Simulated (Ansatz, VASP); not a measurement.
## SnTe: VASP beside Ansatz

File INCAR:

```
PREC = Accurate
ENCUT = 520
EDIFF = 1E-7
ISMEAR = -1
SIGMA = 0.02
LREAL = F
LASPH = T
NELM = 60
ALGO = Normal
ISIF = 2
LWAVE = F
LCHARG = F
GGA = PS
NBANDS = 17
```

KPOINTS

```
regular mesh
0
Gamma
  4 4 4
```

Contents of POSCAR:

```
SnTe
1.0
    0.0000000000      3.6111500000      3.6111500000
    3.6111500000      0.0000000000      3.6111500000
    3.6111500000      3.6111500000      0.0000000000
Sn Te
1 1
Direct
    0.0195700000      0.9812100000      0.9875900000
    0.7515492009      0.7380007991      0.7645992009
```

Input for Ansatz:

```yaml
crystal:
  lattice:
    - [0.0, 3.61115, 3.61115]
    - [3.61115, 0.0, 3.61115]
    - [3.61115, 3.61115, 0.0]
  atoms:
    - { symbol: Sn, position: [0.01957, 0.98121, 0.98759] }
    - { symbol: Te, position: [0.7515492009470667, 0.7380007990529334, 0.7645992009470667] }
basis:
  ecutwfc: 540.0
  xc_grid: 2
kpoints:
  mp_grid:
    grid: [4, 4, 4]
hamiltonian:
  xc: pbesol
scf:
  convergence:
    dr2_threshold: 1.0e-09
  occupations:
    method: fermi_dirac
    width: 0.02
output:
  forces: true
  stress: true
```

Alike in both runs: task single point; functional PBEsol; k mesh 4 × 4 × 4; occupations fermi-dirac, width 0.02 eV; no spin polarisation.

```csv
,VASP,Ansatz
version,VASP 6.6.1,Ansatz 0.2.0
potentials or method,"VASP PAW PBE potentials, release 64 (Sn_d, Te), cutoff 520 eV","plane waves, PAW"
valence electrons in the cell,20,30
```

```tsv
	VASP	Ansatz	Ansatz less VASP
pressure (GPa)	-1.5	-1.5	+0.01
traceless stress, the component that is largest in VASP (GPa)	0.58	0.56	-0.012
rms of the force components (eV/Å)	0.175	0.174	-0.0016
```

VASP's potentials were made for PBE, not for PBEsol. Atom by atom the forces differ by 0.002 eV/Å (rms over components). VASP's potentials hold 20 valence electrons a cell and Ansatz's 30, so a difference there can come from the potentials and not from the codes. Ansatz's warnings: stress scf threshold loose.

Spin-orbit coupling is off throughout.
